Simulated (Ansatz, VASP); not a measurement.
# TiNb2As3 in VASP and in Ansatz

```
Ti Nb As
1.0
     5.54045    0.00000    0.00000
    -2.77023    4.79817    0.00000
     0.00000    0.00000    4.23980
Ti Nb As
1 2 3
Direct
  0.00000 0.00000 0.00000
  0.33333 0.66667 0.00000
  0.66667 0.33333 0.00000
  0.50000 0.00000 0.50000
  0.50000 0.50000 0.50000
  0.00000 0.50000 0.50000
```

Change from the starting cell: species swapped into the YbCo3B2 type (P6/mmm, No. 191).

Alike in both runs: functional PBE; k mesh 6 × 6 × 4; occupations gaussian, width 0.1 eV; no spin polarisation.

Ansatz relaxed the structure, and its values are those at the end. VASP's run is a single point on that final structure, the one shown.

|  | VASP | Ansatz |
| --- | --- | --- |
| version | VASP 6.6.1 | Ansatz 0.2.0 |
| potentials or method | VASP PAW PBE potentials, release 64 (Ti_sv, Nb_sv, As), cutoff 500 eV | scalar-relativistic, plane waves, PAW |
| valence electrons in the cell | 53 | 83 |

VASP gave:

* gap on the k mesh at the Fermi level (eV): none
* pressure (GPa): 0.0

What did Ansatz give for the same quantities?

gap on the k mesh at the Fermi level (eV): none; pressure (GPa): -0.1.

A gap of «none» marks a metal or a gap that the smearing closes. The functional is the same, so the differences come from potentials, cutoffs and numerics. VASP's potentials hold 53 valence electrons a cell and Ansatz's 83, so a difference there can come from the potentials and not from the codes.

The k mesh is coarse, so the values compare programs but aren't converged.
